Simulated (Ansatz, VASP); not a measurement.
## SiGe3 in VASP and in Ansatz

```
Si Ge
1.0
     4.16453    0.00000    0.00000
     0.00000    4.16453    0.00000
     0.00000    0.00000    4.16453
Si Ge
1 3
Direct
  0.00000 0.00000 0.00000
  0.00000 0.50000 0.50000
  0.50000 0.00000 0.50000
  0.50000 0.50000 0.00000
```

Alike in both runs: functional r2SCAN; k mesh 12 × 12 × 12; occupations gaussian, width 0.1 eV; no spin polarisation.

Ansatz relaxed the structure, and its values are those at the end. VASP's run is a single point on that final structure, the one shown.

|  | VASP | Ansatz |
| --- | --- | --- |
| version | VASP 6.6.1 | Ansatz 0.2.0 |
| potentials or method | VASP PAW PBE potentials, release 64 (Si, Ge_d), cutoff 520 eV | scalar-relativistic, plane waves, PAW |
| valence electrons in the cell | 46 | 46 |

VASP gave:

* gap on the k mesh at the Fermi level (eV): none
* pressure (GPa): -0.1

Q: What did Ansatz give for the same quantities?

A: gap on the k mesh at the Fermi level (eV): none; pressure (GPa): 0.0.

VASP's potentials were made for PBE, not for r2SCAN. A gap of «none» marks a metal or a gap that the smearing closes. With one functional, cell and mesh, what is left measures potentials, basis and numerics.
